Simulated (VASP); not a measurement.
EuSb (zincblende type), 2 atoms in the cell. Symmetry: F-43m, No. 216, cubic system. The conventional cell has a = 7.262 Å, b = 7.262 Å, c = 7.262 Å, α = 90.00°, β = 90.00°, γ = 90.00°. Within 4.1 Å of Eu (site symmetry -43m) lie 4 Sb at 3.14 Å. Sb (site symmetry -43m) has 4 Eu at 3.14 Å within 4.1 Å. 

```yaml
Program: VASP 6.6.1
Task: single point
Functional: PBE
Potentials_or_basis: VASP PAW PBE potentials, release 64 (Eu, Sb)
Cutoff: 520 eV
k_mesh: 9 × 9 × 9
Occupations: fermi-dirac, width 0.03 eV
Spin: collinear spin, ferromagnetic start
Starting_moments: "[7.0, 0.0] μB"
Dipole_correction: no
k_mesh_for_the_DOS: 14 × 14 × 14
Occupations_for_the_DOS: tetrahedron
Further_INCAR_settings: ALGO = Normal; EDIFF = 1e-06
```

Potentials or basis: VASP PAW PBE potentials, release 64 (Eu, Sb).

Run with:

```bash
$ cat potpaw_PBE.64/Eu/POTCAR potpaw_PBE.64/Sb/POTCAR > POTCAR
$ cp INCAR.step1 INCAR
$ cp KPOINTS.step1 KPOINTS
$ mpirun -np 1 vasp_std > vasp.out
$ cp INCAR.step2 INCAR
$ cp KPOINTS.step2 KPOINTS
$ mpirun -np 1 vasp_std > vasp.out
```

Hardware: 1 thread of AMD EPYC 7R13, with other jobs on the host.

How long does it take, and how much memory?

Run time: 16 min on 1 thread of AMD EPYC 7R13, with other jobs on the host, peak memory 0.5 GiB. Counts: k points 104.
